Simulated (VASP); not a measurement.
Set up this calculation in VASP 6.6.1, as the native input.

```yaml
Task: single point
Functional: PBE
Potentials_or_basis: VASP PAW PBE potentials, release 64 (B, P)
Cutoff: 520 eV
k_mesh: 10 × 10 × 10
Occupations: gaussian, width 0.05 eV
Spin: no spin polarisation
Dipole_correction: no
Further_INCAR_settings: ALGO = Normal; EDIFF = 1e-07; NBANDS = 11
```

The structure of BP lies in POSCAR:

```
BP
1.0
    0.0000000000      2.2463100000      2.2690000000
    2.2690000000      0.0000000000      2.2690000000
    2.2690000000      2.2463100000      0.0000000000
B P
1 1
Direct
    0.0000000000      0.0000000000      0.0000000000
    0.7500000000      0.7500000000      0.7500000000
```

This cell differs from its parent crystal: strain -0.0100 x Voigt [0, 1, 0, 0, 0, 0].

The input as run:

INCAR

```
SYSTEM = BP
PREC = Accurate
ENCUT = 520
EDIFF = 1E-7
ISMEAR = 0
SIGMA = 0.05
LREAL = .False.
LASPH = .True.
NELM = 60
ALGO = Normal
ISIF = 2
LWAVE = .False.
LCHARG = .False.
GGA = PE
NBANDS = 11
```

KPOINTS

```
Automatic mesh
0
Gamma
  10 10 10
  0 0 0
```

Potentials or basis: VASP PAW PBE potentials, release 64 (B, P).

The run is started by

```bash
$ cat potpaw_PBE.64/B/POTCAR potpaw_PBE.64/P/POTCAR > POTCAR
$ mpirun -np 1 vasp_std > vasp.out
```

Results of the run:

```yaml
Pressure: 2.6 GPa
Band_gap_on_the_k_mesh: 1.07 eV, indirect (least direct gap 3.31 eV)
```

Caveat: the cell differs from its parent crystal (strain -0.0100 x Voigt [0, 1, 0, 0, 0, 0]).

Run time: 24 s on 1 thread of Intel Xeon 8259CL (shared host), peak memory 0.15 GiB.
